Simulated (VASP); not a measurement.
The system is GaAs.

```
Ga As
1.0
     0.00000    2.87509    2.87509
     2.87509    0.00000    2.87509
     2.87509    2.87509    0.00000
Ga As
1 1
Direct
  0.00000 0.00000 0.00000
  0.75000 0.75000 0.75000
```

| Property | Result |
| --- | --- |
| Program | VASP 6.6.1 |
| Task | relaxation of cell and atoms |
| Functional | r2SCAN |
| Potentials or basis | VASP PAW PBE potentials, release 64 (Ga_d, As) |
| Cutoff | 600 eV |
| k mesh | 8 × 8 × 8 |
| Occupations | gaussian, width 0.02 eV |
| Spin | no spin polarisation |

At the start: pressure -2.8 GPa; volume 23.77 Å³/atom.

Q: Where does the relaxation end?

A: Over 5 steps the energy falls by 9.4 meV/atom and the volume is 22.77 Å³/atom (-4.2 %); space group F-43m (No. 216, to 0.05 Å).

Step by step:
```csv
step,energy change (eV),largest force (eV/Å),pressure (GPa),volume (Å³)
1,0.0000,0.0000,-2.85,47.53
2,-0.0153,0.0000,1.38,44.69
3,-0.0188,0.0000,0.04,45.51
4,-0.0188,0.0000,-0.04,45.55
5,-0.0188,0.0000,-0.02,45.54
```

Final structure:
```xyz
2
Lattice="0.0000 2.8345 2.8345 2.8345 0.0000 2.8345 2.8345 2.8345 0.0000" Properties=species:S:1:pos:R:3 pbc="T T T"
Ga    5.6689    5.6689    5.6689
As    4.2517    4.2517    4.2517
```

Caveat: the PAW data sets were made with another functional, which shifts forces and pressure a little.
